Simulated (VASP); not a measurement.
# BaTiO3 in VASP: single point with LDA+U

Aim: the single point of BaTiO3 with LDA+U.

Program: VASP 6.6.1. These are calculated values, not measurements. Logs are shortened: lines on timing, memory, paths and dates and some standing lists are left out, and cuts for length are marked.

**1. The cell of the first run**

The typed cell holds 10 atoms: a = 3.947 Å, b = 5.582 Å, c = 5.582 Å, α = 90.01°, β = 90.00°, γ = 90.00°.

**2. Single point, LDA+U**

INCAR reads:

```
SYSTEM = BaTiO3
PREC = Accurate
ENCUT = 600
EDIFF = 1E-6
ISMEAR = -1
SIGMA = 0.05
LREAL = .False.
LASPH = .True.
NELM = 200
ALGO = Normal
ISIF = 2
LWAVE = .False.
LCHARG = .True.
LMAXMIX = 4
LDAU = .True.
LDAUTYPE = 2
LDAUL = -1 2 -1
LDAUU = 0 5 0
LDAUJ = 0 0 0
LDAUPRINT = 1
LVHAR = .True.
NBANDS = 51
GGA_COMPAT = .False.
KPAR = 4
```

KPOINTS reads:

```
regular mesh
0
Gamma
  7 5 5
  0 0 0
```

POSCAR reads:

```
BaTiO3
1.0
   -0.0001987379      0.0000493922     -3.9471100481
    3.9470019163      3.9473601144     -0.0001634044
    3.9469993723     -3.9473614812     -0.0002661574
Ba Ti O
2 2 6
Direct
    1.0000032330     -0.0000108608      0.0000182670
    1.0000037022      0.5000189678      0.5000176577
    0.5000187284      0.4999980347      1.0000424312
    0.4999961435      1.0000187375      0.5000441166
    0.9999901118      0.5000131686      0.9999871570
   -0.0000000953      0.9999808725      0.4999864277
    0.4999779340      0.2499991683      0.2499774474
    0.4999851705      0.7499994302      0.7499760585
    0.5000138357      0.2499905987      0.7499765758
    0.5000112362      0.7499918825      0.2499738511
```

Potentials or basis: VASP PAW LDA potentials, release 64 (Ba_sv, Ti_sv, O).

The run is started by

```console
cat potpaw_LDA.64/Ba_sv/POTCAR potpaw_LDA.64/Ti_sv/POTCAR potpaw_LDA.64/O/POTCAR > POTCAR
mpirun -np 4 vasp_std > vasp.out
```

OUTCAR:

```text
SYSTEM = BaTiO3
   PREC = Accurate
   ENCUT = 600
   EDIFF = 1E-6
   ISMEAR = -1
   LREAL = .False.
   LASPH = .True.
   NELM = 200
   ISIF = 2

 ion  position               nearest neighbor table
   1  0.000  1.000  0.000-   7 2.79   6 2.79   5 2.79  10 2.79   7 2.79  10 2.79   8 2.79   8 2.79
                             9 2.79   5 2.79   6 2.79   9 2.79   4 3.42   4 3.42   3 3.42   3 3.42
   2  0.000  0.500  0.500-   8 2.79   8 2.79   6 2.79   5 2.79   9 2.79   7 2.79   9 2.79  10 2.79
                            10 2.79   7 2.79   5 2.79   6 2.79   3 3.42   3 3.42   4 3.42   4 3.42
   3  0.500  0.500  0.000-  10 1.97   7 1.97   5 1.97   5 1.97   9 1.97   8 1.97   2 3.42   2 3.42
                             1 3.42   1 3.42   1 3.42   2 3.42   1 3.42   2 3.42
   4  0.500  0.000  0.500-   9 1.97   8 1.97   6 1.97   6 1.97   7 1.97  10 1.97   1 3.42   1 3.42
                             2 3.42   2 3.42   2 3.42   2 3.42   1 3.42   1 3.42
   5  1.000  0.500  1.000-   3 1.97   3 1.97   2 2.79   1 2.79   1 2.79   2 2.79
   6  1.000  1.000  0.500-   4 1.97   4 1.97   2 2.79   1 2.79   1 2.79   2 2.79
   7  0.500  0.250  0.250-   3 1.97   4 1.97   1 2.79   1 2.79   2 2.79   2 2.79
   8  0.500  0.750  0.750-   4 1.97   3 1.97   2 2.79   2 2.79   1 2.79   1 2.79
   9  0.500  0.250  0.750-   4 1.97   3 1.97   2 2.79   2 2.79   1 2.79   1 2.79
  10  0.500  0.750  0.250-   3 1.97   4 1.97   1 2.79   1 2.79   2 2.79   2 2.79

  LATTYP: Found a base centered orthorhombic cell.
 ALAT       =     7.8940013003
 B/A-ratio  =     1.0000912460
 C/A-ratio  =     0.5000138590

  Lattice vectors:

 A1 = (   3.9470019163,   3.9473601144,  -0.0001634044)
 A2 = (   3.9469993723,  -3.9473614812,  -0.0002661574)
 A3 = (  -0.0001987379,   0.0000493922,  -3.9471100481)

Analysis of symmetry for initial positions (statically):
=====================================================================
 Subroutine PRICEL returns:
 Original cell was already a primitive cell.

 Routine SETGRP: Setting up the symmetry group for a
 base centered orthorhombic supercell.
[... 232 lines left out ...]
  o =  0.1045  v =  0.0000  0.0000  0.0000  0.0000  0.0000  1.0000 -0.0049  0.0000  0.0002  0.0000      0.0000  0.0000  0.0000  0.0000  0.0000  0.0000  0.0000  0.0000  0.0000  0.0000
  o =  0.1045  v =  0.0049  0.9999  0.0000  0.0113  0.0000  0.0000  0.0000  0.0000  0.0000  0.0000      0.0000  0.0000  0.0000  0.0000  0.0000  0.0000  0.0000  0.0000  0.0000  0.0000
  o =  0.1045  v =  0.0000  0.0000  0.0000  0.0000  0.0000  0.0049  0.9999  0.0000  0.0113  0.0000      0.0000  0.0000  0.0000  0.0000  0.0000  0.0000  0.0000  0.0000  0.0000  0.0000
  o =  0.1046  v = -0.0003 -0.0113 -0.0001  0.9999  0.0001  0.0000  0.0000  0.0000  0.0000  0.0000      0.0000  0.0000  0.0000  0.0000  0.0000  0.0000  0.0000  0.0000  0.0000  0.0000
  o =  0.1046  v =  0.0000  0.0000  0.0000  0.0000  0.0000 -0.0003 -0.0113 -0.0001  0.9999  0.0001      0.0000  0.0000  0.0000  0.0000  0.0000  0.0000  0.0000  0.0000  0.0000  0.0000
  o =  0.2458  v =  0.0000  0.0000 -0.8078 -0.0000 -0.5895  0.0000  0.0000  0.0000  0.0000  0.0000      0.0000  0.0000  0.0000  0.0000  0.0000  0.0000  0.0000  0.0000  0.0000  0.0000
  o =  0.2458  v =  0.0000  0.0000  0.0000  0.0000  0.0000  0.0000  0.0000 -0.8078 -0.0000 -0.5895      0.0000  0.0000  0.0000  0.0000  0.0000  0.0000  0.0000  0.0000  0.0000  0.0000
  o =  0.2458  v =  0.0000  0.0000  0.0000  0.0000  0.0000 -0.0000 -0.0000 -0.5895 -0.0001  0.8078      0.0000  0.0000  0.0000  0.0000  0.0000  0.0000  0.0000  0.0000  0.0000  0.0000
  o =  0.2458  v = -0.0000 -0.0000 -0.5895 -0.0001  0.8078  0.0000  0.0000  0.0000  0.0000  0.0000      0.0000  0.0000  0.0000  0.0000  0.0000  0.0000  0.0000  0.0000  0.0000  0.0000

 number of electron      79.9999999 magnetization

 Free energy of the ion-electron system (eV)
  ---------------------------------------------------
  ext. energy  EPLUGINS =         0.00000000
  ---------------------------------------------------
  free energy    TOTEN  =       -81.47444906 eV

  energy without entropy =      -81.47444906  energy(sigma->0) =      -81.47444906

 E-fermi :   5.2520     XC(G=0): -11.9584

 val. band max:        4.0256146142   @ k =   0.4286   0.0000   0.0000
 cond. band min:       6.3650221567   @ k =   0.0000   0.0000   0.0000
 fundamental gap:      2.3394075425
 Fermi energy:         5.2520493999

 k-point     1 :       0.0000    0.0000    0.0000
  band No.  band energies     occupation
      1     -53.0005      2.00000
      2     -52.9981      2.00000
      3     -29.6338      2.00000
      4     -29.6337      2.00000
      5     -29.5823      2.00000
      6     -29.5823      2.00000
[... 1285 lines left out ...]
     50      10.6042      0.00000
     51      10.7219      0.00000

 [... further k-points ...]

------------------------ aborting loop because EDIFF is reached ----------------------------------------

  FORCE on cell =-STRESS in cart. coord.  units (eV):
  Direction    XX          YY          ZZ          XY          YZ          ZX
  --------------------------------------------------------------------------------------
  -------------------------------------------------------------------------------------
  Total        3.8480317      3.8299872      3.8414057     -0.0000414     -0.0000766      0.0004210
  in kB       50.1263366     49.8912800     50.0400233     -0.0005388     -0.0009981      0.0054841
  external PRESSURE =      50.0192133 kB  Pullay stress =       0.0000000 kB

 VOLUME and BASIS-vectors are now :
 -----------------------------------------------------------------------------
  energy-cutoff  :      600.00
  volume of cell :      122.99
      direct lattice vectors                 reciprocal lattice vectors
    -0.000198738  0.000049392 -3.947110048    -0.000013786  0.000003297 -0.253349915
     3.947001916  3.947360114 -0.000163404     0.126678491  0.126666871 -0.000004793
     3.946999372 -3.947361481 -0.000266157     0.126678447 -0.126666952 -0.000007963

 POSITION                                       TOTAL-FORCE (eV/Angst)
 -----------------------------------------------------------------------------------
      3.94703      3.94725     -0.00018         0.000089      0.000292      0.000032
      3.94715      0.00000     -0.00023        -0.000447     -0.000113      0.000042
      1.97356      1.97353     -1.97371        -0.000843      0.002277      0.000711
      1.97365     -1.97376     -1.97367        -0.002997      0.000327     -0.000169
      5.92030     -1.97353     -3.94742        -0.000577     -0.000618     -0.000665
      5.92017      1.97371     -3.94741         0.000719      0.000556      0.000135
      1.97331      0.00011     -1.97358         0.000257     -0.001172     -0.000434
      5.92030      0.00012     -1.97382         0.000217     -0.001252     -0.000225
      3.94677     -1.97360     -1.97385         0.001731     -0.000097      0.000325
      3.94677      1.97378     -1.97379         0.001851     -0.000199      0.000250
 -----------------------------------------------------------------------------------
    total drift:                                0.000019     -0.000020     -0.000015

  FREE ENERGIE OF THE ION-ELECTRON SYSTEM (eV)
  ---------------------------------------------------
  free  energy   TOTEN  =       -81.4744490632 eV

  energy  without entropy=      -81.4744490632  energy(sigma->0) =      -81.47444906
```

Run time: 2.9 min. Hardware: 4 MPI ranks of Intel Xeon Platinum 8259CL at 2.50GHz (Skylake/Cascade Lake), shared host; peak memory 0.61 GiB.

What came out:

| Quantity | Value |
| --- | --- |
| Free energy | -81.4744 eV |
| Pressure | 5.0 GPa |
| Largest force | 0.003 eV/Å |
| Band gap on the k mesh | 2.34 eV |

Forces on the atoms (eV/Å):
```
Ba   0.000  0.000  0.000
Ba   0.000  0.000  0.000
Ti  -0.001  0.002  0.001
Ti  -0.003  0.000  0.000
O   -0.001 -0.001 -0.001
O    0.001  0.001  0.000
O    0.000 -0.001  0.000
O    0.000 -0.001  0.000
O    0.002  0.000  0.000
O    0.002  0.000  0.000
```

Eigenvalues of the final occupation matrices:
| site | spin | trace | eigenvalues |
| --- | --- | --- | --- |
| site 3 d | 1 | 0.81 | 0.10 0.10 0.10 0.25 0.25 |
| site 3 d | 2 | 0.81 | 0.10 0.10 0.10 0.25 0.25 |
| site 4 d | 1 | 0.81 | 0.10 0.10 0.10 0.25 0.25 |
| site 4 d | 2 | 0.81 | 0.10 0.10 0.10 0.25 0.25 |

Caveat: the cell stands under pressure; spin-orbit coupling is left out, which moves the levels of the heavy elements. A k mesh can miss the band edges.
